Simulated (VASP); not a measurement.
Input of a VASP 6.6.1 run:

INCAR

```
PREC = Accurate ; ENCUT = 520
EDIFF = 1E-6 ; ISMEAR = 0
SIGMA = 0.01 ; LREAL = Auto
LASPH = T ; NELM = 120
ALGO = Normal ; ISIF = 2
LWAVE = F ; LCHARG = F
GGA = PE ; NELECT = 130.0
NBANDS = 86 ; GGA_COMPAT = F
```

KPOINTS

```
Automatic mesh
0
Gamma
  1 1 1
  0.25 0.25 0.25
```

Contents of POSCAR:

```
HC32
1.0
   -3.5716218665      3.5716218665      3.5716218665
    3.5716218665     -3.5716218665      3.5716218665
    3.5716218665      3.5716218665     -3.5716218665
C H
32 1
Direct
   -0.0032822957     -0.0102299523     -0.0034708994
   -0.0032325350      0.2461431644      0.7400565806
   -0.0018046039      0.4968357826      0.4952624354
   -0.0019030278      0.7449016464      0.2472202760
    0.2515975728     -0.0007117537      0.7497038843
    0.2474303007      0.2475013494      0.4952727413
    0.1846458408      0.4340538290      0.1844465796
    0.2473881382      0.7448636564     -0.0022167157
    0.5090434220      0.0095490634      0.5088348967
    0.4955683597      0.2475005770      0.2473018504
    0.4954919306      0.4968101293     -0.0021270679
    0.5090358060      0.7583938385      0.7600198310
    0.7499127434     -0.0007296138      0.2513366776
    0.7401530852      0.2460444765     -0.0035157486
    0.7499409413      0.5009717522      0.7496885169
    0.7602539270      0.7584495958      0.5088590513
    0.0059127582     -0.0010944934      0.7492712574
   -0.0038569240      0.2454963324      0.4941400007
   -0.0141315726      0.4864779014      0.2368211806
   -0.0037776993      0.7438235453     -0.0040222093
    0.2506967568     -0.0024936475      0.4985950025
    0.2372407954      0.2354581526      0.2370205214
    0.2371530577      0.4865327202     -0.0142949334
    0.2506664185      0.7481577112      0.7478862942
    0.4987834510     -0.0025318703      0.2504796943
    0.4943828231      0.2455027966     -0.0040345107
    0.4987849180      0.5000847206      0.7478737297
    0.5613797244      0.8106905037      0.5612546095
    0.7494922236     -0.0011013686      0.0056654934
    0.7494714651      0.2551956778      0.7492182981
    0.7481967856      0.5001273233      0.4985993520
    0.7481126792      0.7481537017      0.2504568228
    0.3729005749      0.6226519788      0.3728497174
```

Potentials or basis: VASP PAW PBE potentials, release 64 (C, H).

Launch:

```console
$ cat potpaw_PBE.64/C/POTCAR potpaw_PBE.64/H/POTCAR > POTCAR
$ mpirun -np 1 vasp_std > vasp.out
```

What does it give for the largest force?

0.040 eV/Å.

Forces in eV/Å, atoms in the order of the input:
```
C   -0.008 -0.004  0.006
C   -0.002  0.001 -0.032
C   -0.007 -0.013 -0.023
C   -0.017 -0.006 -0.001
C    0.004  0.010  0.011
C   -0.002 -0.007 -0.007
C    0.002 -0.013  0.014
C    0.011  0.009 -0.016
C   -0.004 -0.004 -0.003
C   -0.006 -0.025  0.001
C   -0.010  0.002 -0.014
C    0.001  0.001 -0.006
C    0.020  0.013 -0.005
C   -0.032  0.007  0.023
C    0.016 -0.002  0.014
C   -0.010 -0.006 -0.009
C    0.013 -0.009 -0.015
C    0.017  0.009  0.017
C    0.023  0.022  0.008
C    0.016 -0.010  0.006
C   -0.016  0.007  0.002
C   -0.003  0.011 -0.006
C    0.015  0.010  0.014
C   -0.019 -0.001  0.013
C   -0.006  0.006 -0.008
C    0.013  0.003  0.013
C   -0.002  0.004  0.000
C   -0.002 -0.020  0.026
C   -0.011 -0.007 -0.001
C    0.004  0.007 -0.006
C    0.000 -0.002 -0.006
C    0.009 -0.004 -0.009
H   -0.006  0.009  0.000
```

Caveat: the k points lie up to 1.24 Å⁻¹ apart; the cell carries a net charge on a neutralising background, which shifts energy and pressure.
